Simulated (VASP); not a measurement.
Input of a VASP 6.6.1 run:

File POSCAR:

```
Rh
1.0
    0.0000000000      1.8208825357      1.8208825357
    1.8208825357      0.0000000000      1.8208825357
    1.8208825357      1.8208825357      0.0000000000
Rh
1
Direct
    0.0000000000      0.0000000000      0.0000000000
```

INCAR.step1

```
SYSTEM = Rh
PREC = Accurate
ENCUT = 520
ISMEAR = -1
SIGMA = 0.05
LREAL = .FALSE.
LASPH = .TRUE.
NELM = 150
ISPIN = 2
MAGMOM = 1
LMAXMIX = 4
NBANDS = 18
GGA = PE
ALGO = Normal
EDIFF = 1E-4
LWAVE = .TRUE.
LCHARG = .FALSE.
```

Contents of INCAR.step2:

```
SYSTEM = Rh
PREC = Accurate
ENCUT = 520
EDIFF = 1E-7
ISMEAR = -1
SIGMA = 0.05
LREAL = .FALSE.
LASPH = .TRUE.
NELM = 150
ALGO = Normal
ISIF = 2
LWAVE = .FALSE.
LCHARG = .FALSE.
ISPIN = 2
MAGMOM = 1
LORBIT = 11
LMAXMIX = 4
METAGGA = R2SCAN
LMIXTAU = .TRUE.
NBANDS = 18
ISTART = 1
```

Contents of KPOINTS:

```
Automatic mesh
0
G
  23 23 23
  0 0 0
```

Potentials or basis: VASP PAW PBE potentials, release 64 (Rh_pv).

Launch:

```sh
$ cat potpaw_PBE.64/Rh_pv/POTCAR > POTCAR
$ cp INCAR.step1 INCAR
$ mpirun -np 1 vasp_std > vasp.out
$ cp INCAR.step2 INCAR
$ mpirun -np 1 vasp_std > vasp.out
```

Q: Predict the pressure.

A: 52.0 GPa.

Q: Predict the net moment.

A: 0.00 μB per cell.

Caveat: the PAW data sets were made with another functional, which shifts forces and pressure a little.
